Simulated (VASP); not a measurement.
Set up this calculation in VASP 6.6.1, as the native input.

```yaml
Task: single point
Functional: PBE
Potentials_or_basis: VASP PAW PBE potentials, release 64 (Hf_pv, O)
Cutoff: 520 eV
k_mesh: 4 × 6 × 3
Occupations: fermi-dirac, width 0.05 eV
Spin: no spin polarisation
Hubbard_terms: Hf d U = 6.0 eV
Dipole_correction: no
Further_INCAR_settings: ALGO = Normal; EDIFF = 1e-07; NBANDS = 56
```

The structure of HfO2 lies in POSCAR:

```
HfO2
1.0
    5.6137692302      0.0000000000      0.0000000000
    0.0000000000      3.4375387267      0.0000000000
    0.0000000000      0.0000000000      6.6883546168
Hf O
4 8
Direct
    0.7552993993      0.7500000000      0.5970199758
    0.2447006007      0.2500000000      0.4029800242
    0.2552993993      0.7500000000      0.9029800242
    0.7447006007      0.2500000000      0.0970199758
    0.6372148312      0.2500000000      0.4162062796
    0.3627851688      0.7500000000      0.5837937204
    0.1372148312      0.2500000000      0.0837937204
    0.8627851688      0.7500000000      0.9162062796
    0.5082731621      0.2500000000      0.8471167756
    0.4917268379      0.7500000000      0.1528832244
    0.0082731621      0.2500000000      0.6528832244
    0.9917268379      0.7500000000      0.3471167756
```

These files were run (other wordings do the same):

INCAR

```
SYSTEM = HfO2
PREC = Accurate ; ENCUT = 520
EDIFF = 1E-7 ; ISMEAR = -1
SIGMA = 0.05 ; LREAL = .False.
LASPH = .True. ; NELM = 150
ALGO = Normal ; ISIF = 2
LWAVE = .False. ; LCHARG = .False.
LMAXMIX = 4 ; LDAU = .True.
LDAUTYPE = 2 ; LDAUL = 2 -1
LDAUU = 6 0 ; LDAUJ = 0 0
LDAUPRINT = 1 ; GGA = PE
NBANDS = 56
```

KPOINTS

```
regular mesh
0
Gamma
  4 6 3
  0 0 0
```

Potentials or basis: VASP PAW PBE potentials, release 64 (Hf_pv, O).

Command:

```bash
$ cat potpaw_PBE.64/Hf_pv/POTCAR potpaw_PBE.64/O/POTCAR > POTCAR
$ mpirun -np 1 vasp_std > vasp.out
```

It gave:

- Pressure: 4.6 GPa
- Largest force: 0.459 eV/Å
- Band gap on the k mesh: 4.32 eV

Caveat: the cell stands under pressure; spin-orbit coupling is left out, which moves the levels of the heavy elements.

Run time: 7 min on 1 thread of AMD EPYC 7R13 (shared host), peak memory 0.27 GiB.
